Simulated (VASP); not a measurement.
A run of VASP 6.6.1:

File INCAR:

```
SYSTEM = Li7Cl8
ALGO = Normal
EDIFF = 1E-7
ENCUT = 520
GGA = PS
ISIF = 2
ISMEAR = 0
LASPH = .True.
LCHARG = .False.
LREAL = Auto
LWAVE = .False.
NBANDS = 52
NELECT = 78.0
NELM = 100
PREC = Accurate
SIGMA = 0.05
```

Contents of KPOINTS:

```
k-points
0
Gamma
  4 4 4
  0 0 0
```

POSCAR

```
Li7Cl8
1.0
    0.0000000000      5.0628218036     -5.0628218036
    5.0628218036      5.0628218036      0.0000000000
    5.0628218036      0.0000000000     -5.0628218036
Li Cl
7 8
Direct
    0.5000000194     -0.5000000194      0.0000000000
    1.0000000388      0.5000000194      0.0000000000
    1.0000000388      0.0000000000      0.0000000000
    0.5000000194      0.5000000194      0.5000000194
    0.5000000194      0.0000000000      0.5000000194
    1.0000000388      0.5000000194      0.5000000194
    1.0000000388      0.0000000000      0.5000000194
    0.2450307453      0.7450307647      0.2549692741
    0.2450307453      0.2549692741      0.2549692741
    0.7549692935      0.7450307647      0.2549692741
    0.7500000291      0.2500000097      0.2500000097
    0.2500000097      0.7500000291      0.7500000291
    0.2450307453      0.2549692741      0.7450307647
    0.7549692935      0.7450307647      0.7450307647
    0.7549692935      0.2549692741      0.7450307647
```

Potentials or basis: VASP PAW PBE potentials, release 64 (Li_sv, Cl).

The run is started by

```console
$ cat potpaw_PBE.64/Li_sv/POTCAR potpaw_PBE.64/Cl/POTCAR > POTCAR
$ mpirun -np 1 vasp_std > vasp.out
```

Hardware: 1 thread of Oxide Virtual Turin-like Processor, on a shared host.

Q: Estimate the wall time of this run.

A: It took 6.8 min on 1 thread of Oxide Virtual Turin-like Processor, with other jobs on the host, peak memory 0.35 GiB. Counts: scf iterations 18, k points 8.
